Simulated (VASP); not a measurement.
# Sn in VASP: further runs, part 2 of 2

VASP 6.6.1. The steps go on from the part before.

### Step 4. Single point, PBE+D3(BJ) (strain -0.0450 x Voigt [0, 0, 1, 0, 0, 0])

Contents of INCAR:

```
SYSTEM = Sn
PREC = Accurate
ENCUT = 520
EDIFF = 1E-6
ISMEAR = 0
SIGMA = 0.15
LREAL = .False.
LASPH = .True.
NELM = 80
ALGO = Fast
ISIF = 2
LWAVE = .False.
LCHARG = .False.
GGA = PE
IVDW = 12
NBANDS = 13
```

Contents of KPOINTS:

```
regular mesh
0
Gamma
  24 24 24
  0 0 0
```

Contents of POSCAR:

```
Sn
1.0
   -1.7544065426      1.7546136963      2.0699536621
    1.7544065426     -1.7546136963      2.0699536621
    1.7544065426      1.7546136963     -2.0699536621
Sn
1
Direct
    0.0000000000      0.0000000000      0.0000000000
```

Potentials or basis: VASP PAW PBE potentials, release 64 (Sn_d).

The run is started by

```console
> cat potpaw_PBE.64/Sn_d/POTCAR > POTCAR
> mpirun -np 1 vasp_std > vasp.out
```

OUTCAR:

```text
SYSTEM = Sn
   PREC = Accurate
   ENCUT = 520
   EDIFF = 1E-6
   ISMEAR = 0
   LREAL = .False.
   LASPH = .True.
   NELM = 80
   ISIF = 2
   GGA = PE
   IVDW = 12
 IVDW          = 12

 ion  position               nearest neighbor table
   1  0.000  0.000  0.000-

  LATTYP: Found a body centered orthorhombic cell.
 ALAT       =     3.5088130852
 B/A-ratio  =     1.0001180762
 C/A-ratio  =     1.1798597485

  Lattice vectors:

 A1 = (  -1.7544065426,   1.7546136963,   2.0699536621)
 A2 = (   1.7544065426,  -1.7546136963,   2.0699536621)
 A3 = (   1.7544065426,   1.7546136963,  -2.0699536621)

Analysis of symmetry for initial positions (statically):
=====================================================================
 Subroutine PRICEL returns:
 Original cell was already a primitive cell.

 Routine SETGRP: Setting up the symmetry group for a
 body centered orthorhombic supercell.

 Subroutine GETGRP returns: Found  8 space group operations
 (whereof  8 operations were pure point group operations)
 out of a pool of  8 trial point group operations.

The static configuration has the point symmetry D_2h.
[... 170 lines left out ...]
      2     -12.7032      2.00000
      3     -12.6512      2.00000
      4     -12.5900      2.00000
      5     -12.5207      2.00000
      6      -2.6784      2.00000
      7      17.0646      0.00000
      8      17.4323      0.00000
      9      17.4345      0.00000
     10      20.0142      0.00000
     11      21.3066      0.00000
     12      21.3094      0.00000
     13      21.9978      0.00000
[... 354 lines left out ...]
  band No.  band energies     occupation
      1     -12.7199      2.00000
      2     -12.6757      2.00000
      3     -12.5951      2.00000
      4     -12.5209      2.00000
      5     -12.4613      2.00000
      6       1.4253      2.00000
      7       4.9688      2.00000
      8      13.4257      0.00000
      9      15.2726      0.00000
     10      18.4652      0.00000
     11      19.0841      0.00000
     12      21.0150      0.00000
     13      23.8262      0.00000

 [... further k-points ...]

------------------------ aborting loop because EDIFF is reached ----------------------------------------

 Edisp (eV)   -0.41065

 E8    (eV) :    -0.1970

  FORCE on cell =-STRESS in cart. coord.  units (eV):
  Direction    XX          YY          ZZ          XY          YZ          ZX
  --------------------------------------------------------------------------------------
  -------------------------------------------------------------------------------------
  Total       0.41193     0.41162     0.37385     0.00000     0.00000     0.00000
  in kB      25.89409    25.87441    23.50045     0.00000     0.00000     0.00000
  external pressure =       25.09 kB  Pullay stress =        0.00 kB

 VOLUME and BASIS-vectors are now :
 -----------------------------------------------------------------------------
  energy-cutoff  :      520.00
  volume of cell :       25.49
      direct lattice vectors                 reciprocal lattice vectors
    -1.754406543  1.754613696  2.069953662     0.000000000  0.284963010  0.241551301
     1.754406543 -1.754613696  2.069953662     0.284996657  0.000000000  0.241551301
     1.754406543  1.754613696 -2.069953662     0.284996657  0.284963010  0.000000000

 POSITION                                       TOTAL-FORCE (eV/Angst)
 -----------------------------------------------------------------------------------
      0.00000      0.00000      0.00000         0.000000      0.000000     -0.000000
 -----------------------------------------------------------------------------------
    total drift:                                0.000000      0.000000     -0.000000

  FREE ENERGIE OF THE ION-ELECTRON SYSTEM (eV)
  ---------------------------------------------------
  free  energy   TOTEN  =        -4.1620354572 eV

  energy  without entropy=       -4.1565229565  energy(sigma->0) =       -4.15927921
```

OSZICAR:

```text
N       E                     dE             d eps       ncg     rms          rms(c)
DAV:   1     0.808581418399E+02    0.80858E+02   -0.71616E+03 52668   0.165E+03
DAV:   2     0.177340759979E+01   -0.79085E+02   -0.76460E+02 54068   0.342E+02
DAV:   3    -0.365465672047E+01   -0.54281E+01   -0.54059E+01 60304   0.726E+01
DAV:   4    -0.376313259097E+01   -0.10848E+00   -0.10845E+00 61027   0.109E+01
DAV:   5    -0.376667628646E+01   -0.35437E-02   -0.35436E-02 65970   0.193E+00    0.149E+00
RMM:   6    -0.375550853770E+01    0.11168E-01   -0.87198E-03 64738   0.124E+00    0.854E-01
RMM:   7    -0.375147446363E+01    0.40341E-02   -0.71994E-03 64378   0.102E+00    0.102E-01
RMM:   8    -0.375134644401E+01    0.12802E-03   -0.77084E-04 70903   0.413E-01    0.297E-02
RMM:   9    -0.375138080568E+01   -0.34362E-04   -0.33225E-04 80426   0.171E-01    0.223E-02
RMM:  10    -0.375138180289E+01   -0.99721E-06   -0.45930E-05 68081   0.100E-01    0.564E-03
RMM:  11    -0.375138359564E+01   -0.17928E-05   -0.25886E-05 82471   0.489E-02    0.612E-03
RMM:  12    -0.375138335711E+01    0.23853E-06   -0.19393E-06 45898   0.168E-02
   1 F= -.41620355E+01 E0= -.41592792E+01  d E =-.551250E-02
```

stdout:

```text
POSCAR found type information on POSCAR Sn
 POSCAR found :  1 types and       1 ions
 scaLAPACK will be used
 LDA part: xc-table for (Slater+PW92), standard interpolation
 POSCAR, INCAR and KPOINTS ok, starting setup
 FFT: planning ... GRIDC
 FFT: planning ... GRID_SOFT
 FFT: planning ... GRID
 WAVECAR not read
 entering main loop
WARNING in EDDRMM: call to ZHEGV failed, returncode =   6  3     11
WARNING in EDDRMM: call to ZHEGV failed, returncode =   6  3     10
WARNING in EDDRMM: call to ZHEGV failed, returncode =   6  3     11
WARNING in EDDRMM: call to ZHEGV failed, returncode =   8  4     12
WARNING in EDDRMM: call to ZHEGV failed, returncode =   6  3     10
WARNING in EDDRMM: call to ZHEGV failed, returncode =   8  4     11
WARNING in EDDRMM: call to ZHEGV failed, returncode =   8  4     12
WARNING in EDDRMM: call to ZHEGV failed, returncode =   6  3     10
WARNING in EDDRMM: call to ZHEGV failed, returncode =   6  3     10
WARNING in EDDRMM: call to ZHEGV failed, returncode =   8  4     10
WARNING in EDDRMM: call to ZHEGV failed, returncode =   6  3      9
WARNING in EDDRMM: call to ZHEGV failed, returncode =   8  4     11
WARNING in EDDRMM: call to ZHEGV failed, returncode =   6  3     11
```

Wall time 5.1 min (1 thread of Intel Xeon 6975P-C (Granite Rapids), shared host); peak memory 0.66 GiB.

What came out:

| Item | Value |
| --- | --- |
| Free energy | -4.1620 eV |
| Pressure | 2.5 GPa |
| Band gap on the k mesh | zero (band 7 reaches 17.06 eV, above the bottom of band 8 at 6.43 eV) |
| Dispersion energy per atom | -0.411 eV |

Caveat: the cell differs from its parent crystal (strain -0.0450 x Voigt [0, 0, 1, 0, 0, 0]); spin-orbit coupling is left out, which moves the levels of the heavy elements; pairwise dispersion overbinds metals, which lowers pressure and volume.

### Step 5. Single point, PBE+D3(BJ) (strain -0.0300 x Voigt [0, 0, 1, 0, 0, 0])

Contents of INCAR:

```
PREC = Accurate ; ENCUT = 520
EDIFF = 1E-6 ; ISMEAR = 0
SIGMA = 0.15 ; LREAL = F
LASPH = T ; NELM = 80
ALGO = Fast ; ISIF = 2
LWAVE = F ; LCHARG = T
GGA = PE ; IVDW = 12
LELF = T ; LVHAR = T
NBANDS = 13
```

Contents of KPOINTS:

```
regular mesh
0
Gamma
  24 24 24
```

Contents of POSCAR:

```
Sn
1.0
   -1.7544065426      1.7546136963      2.1024660233
    1.7544065426     -1.7546136963      2.1024660233
    1.7544065426      1.7546136963     -2.1024660233
Sn
1
Direct
    0.0000000000      0.0000000000      0.0000000000
```

Potentials or basis: VASP PAW PBE potentials, release 64 (Sn_d).

The run is started by

```console
> cat potpaw_PBE.64/Sn_d/POTCAR > POTCAR
> mpirun -np 1 vasp_std > vasp.out
```

OUTCAR:

```text
PREC = Accurate
   ENCUT = 520
   EDIFF = 1E-6
   ISMEAR = 0
   LREAL = F
   LASPH = T
   NELM = 80
   ISIF = 2
   GGA = PE
   IVDW = 12
 IVDW          = 12

 ion  position               nearest neighbor table
   1  0.000  0.000  0.000-

  LATTYP: Found a body centered orthorhombic cell.
 ALAT       =     3.5088130852
 B/A-ratio  =     1.0001180762
 C/A-ratio  =     1.1983915770

  Lattice vectors:

 A1 = (  -1.7544065426,   1.7546136963,   2.1024660233)
 A2 = (   1.7544065426,  -1.7546136963,   2.1024660233)
 A3 = (   1.7544065426,   1.7546136963,  -2.1024660233)

Analysis of symmetry for initial positions (statically):
=====================================================================
 Subroutine PRICEL returns:
 Original cell was already a primitive cell.

 Routine SETGRP: Setting up the symmetry group for a
 body centered orthorhombic supercell.

 Subroutine GETGRP returns: Found  8 space group operations
 (whereof  8 operations were pure point group operations)
 out of a pool of  8 trial point group operations.

The static configuration has the point symmetry D_2h.

Analysis of symmetry for dynamics (positions and initial velocities):
=====================================================================
 Subroutine PRICEL returns:
 Original cell was already a primitive cell.

 Routine SETGRP: Setting up the symmetry group for a
 body centered orthorhombic supercell.

 Subroutine GETGRP returns: Found  8 space group operations
 (whereof  8 operations were pure point group operations)
 out of a pool of  8 trial point group operations.

The dynamic configuration has the point symmetry D_2h.

 Subroutine INISYM returns: Found  8 space group operations
 (whereof  8 operations are pure point group operations),
 and found     1 'primitive' translations

----------------------------------------------------------------------------------------

                                     Primitive cell

  volume of cell :      25.8881
[... 115 lines left out ...]
   IVDW    =    12    specifies the selected vdW correction
   LEPSILON=     F    determine dielectric tensor
   LRPA    =     F    only Hartree local field effects (RPA)
 non-spin polarized calculation
 RMM-DIIS sequential band-by-band and
 Gauss-broadening in eV      SIGMA  =   0.15
  energy-cutoff  :      520.00
  volume of cell :       25.89
 maximum number of plane-waves:       722
   NGX = 13   NGY = 13   NGZ = 13

 number of electron      14.0000005 magnetization

 Free energy of the ion-electron system (eV)
  ---------------------------------------------------
  ext. energy  EPLUGINS =         0.00000000
  ---------------------------------------------------
  free energy    TOTEN  =        -3.76256957 eV

  energy without entropy =       -3.75681363  energy(sigma->0) =       -3.75969160

 E-fermi :   8.7517     XC(G=0): -10.5953

 val. band max:        8.7494337755   @ k =   0.3750   0.2083   0.0417
 cond. band min:       8.7553913508   @ k =  -0.4583  -0.4583   0.3750
 fundamental gap:      0.0059575753
 Fermi energy:         8.7517431084

 k-point     1 :       0.0000    0.0000    0.0000
  band No.  band energies     occupation
      1     -12.8883      2.00000
      2     -12.8882      2.00000
      3     -12.8348      2.00000
      4     -12.7875      2.00000
      5     -12.7177      2.00000
      6      -2.7576      2.00000
      7      16.7231      0.00000
      8      17.0639      0.00000
      9      17.0660      0.00000
     10      19.7302      0.00000
     11      20.9582      0.00000
     12      20.9610      0.00000
     13      21.6081      0.00000
[... 354 lines left out ...]
  band No.  band energies     occupation
      1     -12.9012      2.00000
      2     -12.8619      2.00000
      3     -12.7914      2.00000
      4     -12.7133      2.00000
      5     -12.6612      2.00000
      6       1.2619      2.00000
      7       4.8183      2.00000
      8      13.2540      0.00000
      9      15.0642      0.00000
     10      18.2837      0.00000
     11      18.8887      0.00000
     12      20.4908      0.00000
     13      23.1156      0.00000

 [... further k-points ...]

------------------------ aborting loop because EDIFF is reached ----------------------------------------

 Edisp (eV)   -0.40425

 E8    (eV) :    -0.1939

  FORCE on cell =-STRESS in cart. coord.  units (eV):
  Direction    XX          YY          ZZ          XY          YZ          ZX
  --------------------------------------------------------------------------------------
  -------------------------------------------------------------------------------------
  Total       0.26838     0.26813     0.22815     0.00000     0.00000     0.00000
  in kB      16.60988    16.59410    14.12011     0.00000     0.00000     0.00000
  external pressure =       15.77 kB  Pullay stress =        0.00 kB

 VOLUME and BASIS-vectors are now :
 -----------------------------------------------------------------------------
  energy-cutoff  :      520.00
  volume of cell :       25.89
      direct lattice vectors                 reciprocal lattice vectors
    -1.754406543  1.754613696  2.102466023     0.000000000  0.284963010  0.237815972
     1.754406543 -1.754613696  2.102466023     0.284996657  0.000000000  0.237815972
     1.754406543  1.754613696 -2.102466023     0.284996657  0.284963010  0.000000000

 POSITION                                       TOTAL-FORCE (eV/Angst)
 -----------------------------------------------------------------------------------
      0.00000      0.00000      0.00000         0.000000     -0.000000      0.000000
 -----------------------------------------------------------------------------------
    total drift:                                0.000000      0.000000     -0.000000

  FREE ENERGIE OF THE ION-ELECTRON SYSTEM (eV)
  ---------------------------------------------------
  free  energy   TOTEN  =        -4.1668197426 eV

  energy  without entropy=       -4.1610637979  energy(sigma->0) =       -4.16394177
```

stdout:

```text
POSCAR found type information on POSCAR Sn
 POSCAR found :  1 types and       1 ions
 scaLAPACK will be used
 LDA part: xc-table for (Slater+PW92), standard interpolation
 POSCAR, INCAR and KPOINTS ok, starting setup
 FFT: planning ... GRIDC
 FFT: planning ... GRID_SOFT
 FFT: planning ... GRID
 WAVECAR not read
 entering main loop
WARNING in EDDRMM: call to ZHEGV failed, returncode =   6  3     11
WARNING in EDDRMM: call to ZHEGV failed, returncode =   6  3     10
WARNING in EDDRMM: call to ZHEGV failed, returncode =   8  4     11
WARNING in EDDRMM: call to ZHEGV failed, returncode =   8  4     11
WARNING in EDDRMM: call to ZHEGV failed, returncode =   8  4     12
WARNING in EDDRMM: call to ZHEGV failed, returncode =   6  3     10
WARNING in EDDRMM: call to ZHEGV failed, returncode =   6  3     10
WARNING in EDDRMM: call to ZHEGV failed, returncode =   6  3     13
WARNING in EDDRMM: call to ZHEGV failed, returncode =   6  3     11
WARNING in EDDRMM: call to ZHEGV failed, returncode =   6  3     11
WARNING in EDDRMM: call to ZHEGV failed, returncode =   8  4     12
WARNING in EDDRMM: call to ZHEGV failed, returncode =   6  3     11
WARNING in EDDRMM: call to ZHEGV failed, returncode =   6  3      9
```

Run time: 5.4 min. Hardware: 1 thread of Intel Xeon 6975P-C (Granite Rapids), shared host; peak memory 0.66 GiB.

Results:

- Free energy: -4.1668 eV
- Pressure: 1.6 GPa
- Band gap on the k mesh: zero (band 7 reaches 16.72 eV, above the bottom of band 8 at 6.30 eV)
- Dispersion energy per atom: -0.404 eV

Levels at points of the mesh, in eV from the Fermi level:
```tsv
k point	band 4	band 5	band 6	band 7	band 8	band 9	band 10	band 11
(0.00, 0.00, 0.00)	-21.54	-21.47	-11.51	7.97	8.31	8.31	10.98	12.21
(0.50, 0.00, 0.00)	-21.46	-21.40	-6.81	-4.87	4.74	6.49	9.34	9.54
(0.00, 0.50, 0.00)	-21.46	-21.40	-6.81	-4.87	4.74	6.49	9.34	9.54
(0.50, 0.50, 0.00)	-21.45	-21.38	-5.67	-4.32	2.55	3.59	6.59	6.72
(0.50, 0.50, 0.50)	-21.40	-21.40	-3.16	-2.59	0.71	0.71	4.07	4.74
```

Caveat: the cell differs from its parent crystal (strain -0.0300 x Voigt [0, 0, 1, 0, 0, 0]); spin-orbit coupling is left out, which moves the levels of the heavy elements; pairwise dispersion overbinds metals, which lowers pressure and volume.

### Step 6. Single point, PBE+D3(BJ) (strain +0.0300 x Voigt [0, 0, 1, 0, 0, 0])

Contents of INCAR:

```
SYSTEM = Sn
  PREC = Accurate
  ENCUT = 520
  EDIFF = 1E-7
  ISMEAR = 0
  SIGMA = 0.15
  LREAL = .False.
  LASPH = .True.
  NELM = 60
  ALGO = Fast
  ISIF = 2
  LWAVE = .False.
  LCHARG = .False.
  GGA = PE
  IVDW = 12
  NBANDS = 13
```

Contents of KPOINTS:

```
regular mesh
0
Gamma
  24 24 24
  0 0 0
```

Contents of POSCAR:

```
Sn
1.0
   -1.7544065426      1.7546136963      2.2325154681
    1.7544065426     -1.7546136963      2.2325154681
    1.7544065426      1.7546136963     -2.2325154681
Sn
1
Direct
    0.0000000000      0.0000000000      0.0000000000
```

Potentials or basis: VASP PAW PBE potentials, release 64 (Sn_d).

The run is started by

```console
> cat potpaw_PBE.64/Sn_d/POTCAR > POTCAR
> mpirun -np 1 vasp_std > vasp.out
```

It took 27 min on 1 thread of Oxide Virtual Turin-like, shared host; peak memory 0.67 GiB.

Results (log left out):

* Free energy: -4.1666 eV
* Pressure: -1.5 GPa
* Band gap on the k mesh: zero (band 7 reaches 15.50 eV, above the bottom of band 8 at 5.86 eV)
* Dispersion energy per atom: -0.381 eV

Stress tensor (GPa, compression positive):
```
-1.52  0.00  0.00
 0.00 -1.52  0.00
 0.00  0.00 -1.42
```

Levels at points of the mesh, in eV from the Fermi level:
```csv
k point,band 5,band 6,band 7,band 8,band 9,band 10
"(0.00, 0.00, 0.00)",-21.48,-11.08,7.47,7.68,7.68,10.70
"(0.50, 0.00, 0.00)",-21.42,-6.77,-4.59,4.87,6.22,9.35
"(0.00, 0.50, 0.00)",-21.42,-6.77,-4.59,4.86,6.22,9.35
"(0.50, 0.50, 0.00)",-21.40,-5.42,-3.90,2.22,2.90,5.92
"(0.50, 0.50, 0.50)",-21.41,-3.92,-2.90,1.15,1.16,4.41
```

Caveat: the cell differs from its parent crystal (strain +0.0300 x Voigt [0, 0, 1, 0, 0, 0]); spin-orbit coupling is left out, which moves the levels of the heavy elements; pairwise dispersion overbinds metals, which lowers pressure and volume.

### Step 7. Single point, PBE+D3(BJ) (strain +0.0450 x Voigt [0, 0, 1, 0, 0, 0])

Contents of INCAR:

```
SYSTEM = Sn
PREC = Accurate
ENCUT = 520
EDIFF = 1E-6
ISMEAR = 0
SIGMA = 0.15
LREAL = .False.
LASPH = .True.
NELM = 100
ALGO = Fast
ISIF = 2
LWAVE = .False.
LCHARG = .False.
GGA = PE
IVDW = 12
NBANDS = 13
```

Contents of KPOINTS:

```
Automatic mesh
0
Gamma
  24 24 24
  0 0 0
```

Contents of POSCAR:

```
Sn
1.0
   -1.7544065426      1.7546136963      2.2650278293
    1.7544065426     -1.7546136963      2.2650278293
    1.7544065426      1.7546136963     -2.2650278293
Sn
1
Direct
    0.0000000000      0.0000000000      0.0000000000
```

The run is started by

```console
> cat potpaw_PBE.64/Sn_d/POTCAR > POTCAR
> mpirun -np 1 vasp_std > vasp.out
```

Wall time 20 min (1 thread of Oxide Virtual Turin-like, shared host); peak memory 0.69 GiB.

Results (log left out):

```
Free energy                : -4.1625 eV
Pressure                   : -2.0 GPa
Band gap on the k mesh     : zero (band 7 reaches 15.22 eV, above the bottom of band 8 at 5.75 eV)
Dispersion energy per atom : -0.375 eV
```

Stress tensor (GPa, compression positive):
```
-2.07  0.00  0.00
 0.00 -2.07  0.00
 0.00  0.00 -1.92
```

Levels at points of the mesh, in eV from the Fermi level:
```tsv
k point	band 5	band 6	band 7	band 8	band 9	band 10
(0.00, 0.00, 0.00)	-21.49	-10.98	7.37	7.54	7.54	10.65
(0.50, 0.00, 0.00)	-21.43	-6.76	-4.52	4.90	6.11	9.36
(0.00, 0.50, 0.00)	-21.43	-6.76	-4.52	4.90	6.11	9.35
(0.50, 0.50, 0.00)	-21.41	-5.37	-3.80	2.15	2.75	5.78
(0.50, 0.50, 0.50)	-21.42	-4.09	-2.96	1.26	1.26	4.49
```

Caveat: the cell differs from its parent crystal (strain +0.0450 x Voigt [0, 0, 1, 0, 0, 0]); spin-orbit coupling is left out, which moves the levels of the heavy elements; pairwise dispersion overbinds metals, which lowers pressure and volume.

### Step 8. Summary

| cell | further INCAR settings | gap on the mesh (eV) | pressure (GPa) |
| --- | --- | --- | --- |
| a = 3.382 Å, angles 117.5, 117.5, 94.4°, 1 atom | ALGO = Fast; EDIFF = 1e-07; NBANDS = 13 | none | -2.7 |
| a = 3.211 Å, angles 113.8, 113.7, 101.2°, 1 atom | ALGO = Fast; EDIFF = 1e-06; NBANDS = 13 | none | 3.5 |
| a = 3.231 Å, angles 114.2, 114.2, 100.3°, 1 atom | ALGO = Fast; EDIFF = 1e-06; NBANDS = 13 | none | 2.5 |
| a = 3.252 Å, angles 114.7, 114.7, 99.4°, 1 atom | ALGO = Fast; EDIFF = 1e-06; NBANDS = 13 | none | 1.6 |
| a = 3.338 Å, angles 116.6, 116.6, 96.0°, 1 atom | ALGO = Fast; EDIFF = 1e-07; NBANDS = 13 | none | -1.5 |
| a = 3.360 Å, angles 117.0, 117.0, 95.2°, 1 atom | ALGO = Fast; EDIFF = 1e-06; NBANDS = 13 | none | -2.0 |

Alike in all rows: task single point; level PBE+D3(BJ); potentials or basis VASP PAW PBE potentials, release 64 (Sn_d); no spin polarisation; k mesh 24 × 24 × 24; cutoff (eV) 520; smearing gaussian 0.15 eV.

Caveats: spin-orbit coupling is left out, which moves the levels of the heavy elements; pairwise dispersion overbinds metals, which lowers pressure and volume.

Total energies depend on the potentials used, so only differences within one code and one set of settings carry meaning.
